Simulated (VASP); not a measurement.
**Al15VN16 (a cell with a defect): relaxation of the atoms with PBEsol+U**

The system is Al15VN16 (a cell with a defect).

```
CELL_PARAMETERS angstrom
6.22000 0.00000 0.00000
-3.11000 5.38668 0.00000
0.00000 0.00000 9.96000
ATOMIC_POSITIONS crystal
V 0.32865 0.16270 0.00036
Al 0.33237 0.16964 0.49965
Al 0.33059 0.66402 0.00055
Al 0.33431 0.65734 0.50034
Al 0.83508 0.16753 0.99723
Al 0.82709 0.16675 0.49721
Al 0.84014 0.66830 0.00290
Al 0.83560 0.66576 0.49918
Al 0.16550 0.33389 0.25285
Al 0.16716 0.33343 0.75049
Al 0.17042 0.83467 0.25057
Al 0.16781 0.83141 0.75266
Al 0.66670 0.34022 0.25037
Al 0.65906 0.33149 0.74935
Al 0.66852 0.83395 0.24882
Al 0.66115 0.83184 0.75147
N 0.33371 0.17317 0.19355
N 0.32854 0.16943 0.69077
N 0.33480 0.66387 0.18328
N 0.33067 0.66419 0.69193
N 0.83236 0.15909 0.19215
N 0.83136 0.16197 0.68913
N 0.82991 0.66835 0.19600
N 0.83166 0.66394 0.69208
N 0.16321 0.33445 0.44558
N 0.17305 0.32951 0.94834
N 0.16867 0.83735 0.44223
N 0.16512 0.82449 0.94603
N 0.66890 0.32791 0.43916
N 0.67589 0.33830 0.93632
N 0.66846 0.83008 0.44503
N 0.67312 0.83070 0.93551
```

This cell differs from its parent crystal: atoms moved at random.

```
Program                : VASP 6.6.1
Task                   : relaxation of the atoms
Functional             : PBEsol
Potentials or basis    : VASP PAW PBE potentials, release 64 (V_sv, Al, N)
Cutoff                 : 450 eV
k mesh                 : 3 × 3 × 2
Occupations            : gaussian, width 0.03 eV
Spin                   : collinear spin, zero start
Fixed moment           : 0 μB
Hubbard terms          : V d U = 3 eV
Dq                     : 0
Further INCAR settings : LREAL = Auto; ALGO = Normal; EDIFF = 1e-05; ISYM = 0; IBRION = 2; EDIFFG = -0.03; NSW = 60
```

* Energy gained by relaxing: 28.7 meV/atom
* Ionic steps: 14
* Largest force after relaxing: 0.025 eV/Å
* Net moment: 0.00 μB per cell
* Valence electrons inside the program's atomic spheres: V 11.66; Al 0.81, 0.82 (each value once); N 3.82, 3.83, 3.84, 3.85 (each value once)

Forces in eV/Å, atoms in the order of the input:
```
V   -0.008 -0.002 -0.010
Al   0.002  0.006  0.005
Al   0.003  0.003 -0.002
Al   0.001  0.000  0.019
Al   0.005  0.001 -0.011
Al   0.011 -0.004 -0.001
Al  -0.022  0.010 -0.003
Al   0.010 -0.005 -0.010
Al   0.000 -0.007 -0.018
Al   0.003  0.009  0.003
Al  -0.002 -0.006 -0.010
Al   0.000  0.002  0.014
Al   0.010 -0.005 -0.004
Al   0.007  0.001  0.008
Al  -0.004 -0.007 -0.005
Al   0.004  0.002  0.002
N    0.007 -0.006 -0.004
N    0.013  0.000  0.005
N    0.004  0.001  0.013
N    0.007  0.016  0.003
N   -0.007 -0.008  0.013
N   -0.005  0.002 -0.009
N   -0.006 -0.006  0.003
N   -0.002 -0.001 -0.013
N    0.007 -0.001 -0.010
N   -0.014  0.012 -0.001
N    0.016  0.004  0.002
N   -0.010 -0.004  0.015
N   -0.003 -0.007 -0.001
N   -0.009  0.002  0.007
N   -0.002 -0.002  0.009
N   -0.017  0.000 -0.010
```

Step by step:
```
step  energy change (eV)  largest force (eV/Å)  pressure (GPa)
   1              0.0000                3.6340            3.17
   2             -0.6560                1.5829            2.39
   3             -0.8235                0.7467            2.28
   4             -0.8840                0.3517            2.21
   5             -0.8847                0.3212            2.21
   6             -0.9044                0.1689            2.21
   7             -0.9054                0.2068            2.22
   8             -0.9140                0.0908            2.21
   9             -0.9144                0.1076            2.20
  10             -0.9181                0.0604            2.20
  11             -0.9182                0.0719            2.21
  12             -0.9194                0.0352            2.21
  13             -0.9195                0.0391            2.21
  14             -0.9199                0.0245            2.20
```

Final structure:
```xyz
32
Lattice="6.2200 0.0000 0.0000 -3.1100 5.3867 0.0000 0.0000 0.0000 9.9600" Properties=species:S:1:pos:R:3 pbc="T T T"
V     1.5615    0.8927    9.9217
Al    1.5558    0.8925    4.9860
Al    0.0029    3.5836    0.0147
Al    0.0043    3.5883    4.9819
Al    4.6701    0.8953    0.0155
Al    4.6648    0.8890    4.9838
Al    3.1192    3.5847    0.0152
Al    3.1060    3.5890    4.9845
Al    0.0020    1.7930    2.5112
Al   -0.0111    1.7953    7.4557
Al   -1.5512    4.4832    2.5104
Al   -1.5527    4.4674    7.4550
Al    3.1148    1.7936    2.5103
Al    3.1240    1.7966    7.4557
Al    1.5587    4.4861    2.4946
Al    1.5560    4.4820    7.4785
N     1.5590    0.8938    1.9775
N     1.5564    0.8909    6.9048
N     0.0021    3.5861    1.9128
N     0.0086    3.5873    6.8750
N     4.6689    0.8970    1.9129
N     4.6661    0.8826    6.8767
N     3.1158    3.5871    1.9132
N     3.1042    3.5892    6.8771
N    -0.0023    1.7921    4.4115
N    -0.0546    1.8240    9.3447
N    -1.5552    4.4805    4.4108
N    -1.5490    4.4135    9.3448
N     3.1133    1.7933    4.4111
N     3.1765    1.8262    9.3452
N     1.5556    4.4848    4.3896
N     1.5609    4.4832    9.3861
```

Eigenvalues of the final occupation matrices:
```
    site  spin  trace               eigenvalues
site 1 d     1   1.57  0.06 0.20 0.21 0.21 0.89
site 1 d     2   1.57  0.06 0.20 0.21 0.21 0.89
```

It took 29 min on 4 MPI ranks on Intel(R) Xeon(R) Platinum 8488C (Sapphire Rapids), with other jobs on the host, peak memory 0.78 GiB a rank.

Caveat: the k points lie up to 0.39 Å⁻¹ apart; the cell differs from its parent crystal (atoms moved at random); the cutoff is under 1.25 times the usual one of these potentials, so pressure, stress and relaxed cells hold a basis-set (Pulay) error; the PAW data sets were made with another functional, which shifts forces and pressure a little; the total moment is fixed, so each spin has its own Fermi level.
